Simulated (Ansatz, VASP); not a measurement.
## Two plane-wave programs on Ti3Si

File INCAR:

```
SYSTEM = Ti3Si
ALGO     = Fast           ! electronic algorithm
EDIFF    = 1E-6           ! SCF threshold, eV
ENCUT    = 520            ! plane-wave cutoff, eV
GGA      = PS             ! functional
ISIF     = 2              ! what is computed and relaxed
ISMEAR   = 0              ! smearing method
LASPH    = .True.         ! aspherical terms in the spheres
LCHARG   = .False.        ! write CHGCAR
LREAL    = .False.        ! projectors in reciprocal space
LWAVE    = .False.        ! write WAVECAR
NBANDS   = 50             ! bands
NELM     = 100            ! most SCF steps
PREC     = Accurate       ! precision mode
SIGMA    = 0.15           ! smearing width, eV
```

Contents of KPOINTS:

```
k-points
0
Gamma
  12 12 10
  0 0 0
```

The input POSCAR:

```
Ti3Si
1.0
    5.5838061708      0.0000000000      0.0000000000
   -2.7919030854      4.8357179938      0.0000000000
    0.0000000000      0.0000000000      4.3613843448
Ti Si
6 2
Direct
    0.3431759318      0.1715879659      0.7500000000
    0.8284120341      0.1715879659      0.7500000000
    0.8284120341      0.6568240682      0.7500000000
    0.6568240682      0.8284120341      0.2500000000
    0.1715879659      0.8284120341      0.2500000000
    0.1715879659      0.3431759318      0.2500000000
    0.3333333333      0.6666666667      0.7500000000
    0.6666666667      0.3333333333      0.2500000000
```

Input for Ansatz:

```yaml
crystal:
  lattice:
    - [5.5838061708, 0.0, 0.0]
    - [-2.7919030854, 4.8357179938, 0.0]
    - [0.0, 0.0, 4.3613843448]
  atoms:
    - { symbol: Ti, position: [0.3431759318, 0.1715879659, 0.75] }
    - { symbol: Ti, position: [0.8284120341, 0.1715879659, 0.75] }
    - { symbol: Ti, position: [0.8284120341, 0.6568240682, 0.75] }
    - { symbol: Ti, position: [0.6568240682, 0.8284120341, 0.25] }
    - { symbol: Ti, position: [0.1715879659, 0.8284120341, 0.25] }
    - { symbol: Ti, position: [0.1715879659, 0.3431759318, 0.25] }
    - { symbol: Si, position: [0.3333333333, 0.6666666667, 0.75] }
    - { symbol: Si, position: [0.6666666667, 0.3333333333, 0.25] }
basis:
  ecutwfc: 420
kpoints:
  mp_grid: { grid: [12, 12, 10] }
hamiltonian:
  xc: pbesol
scf:
  occupations: { method: gaussian, width: 0.15 }
output:
  forces: true
  stress: true
  eigenvalues: true
  write_density: true
  write_potential: true
  elf: true
  volumetric_format: npy
```

Change from the starting cell: strain -0.0250 x Voigt [0, 0, 1, 0, 0, 0], atoms carried along.

Alike in both runs: task single point; functional PBEsol; k mesh 12 × 12 × 10; occupations gaussian, width 0.15 eV; no spin polarisation.

```csv
,VASP,Ansatz
version,VASP 6.6.1,Ansatz 0.2.0
potentials or method,"VASP PAW PBE potentials, release 64 (Ti_sv, Si), cutoff 520 eV","scalar-relativistic, plane waves, PAW"
valence electrons in the cell,80,80
```

|  | VASP | Ansatz | Ansatz less VASP |
| --- | --- | --- | --- |
| gap on the k mesh at the Fermi level (eV) | none | none | - |
| pressure (GPa) | 3.8 | 4.1 | +0.27 |
| traceless stress, the component that is largest in VASP (GPa) | 3.21 | 3.17 | -0.035 |
| rms of the force components (eV/Å) | 0.007 | 0.013 | +0.0060 |

VASP's potentials were made for PBE, not for PBEsol. Atom by atom the forces differ by 0.006 eV/Å (rms over components). A gap of «none» marks a metal or a gap that the smearing closes. With one functional, cell and mesh, what is left measures potentials, basis and numerics.
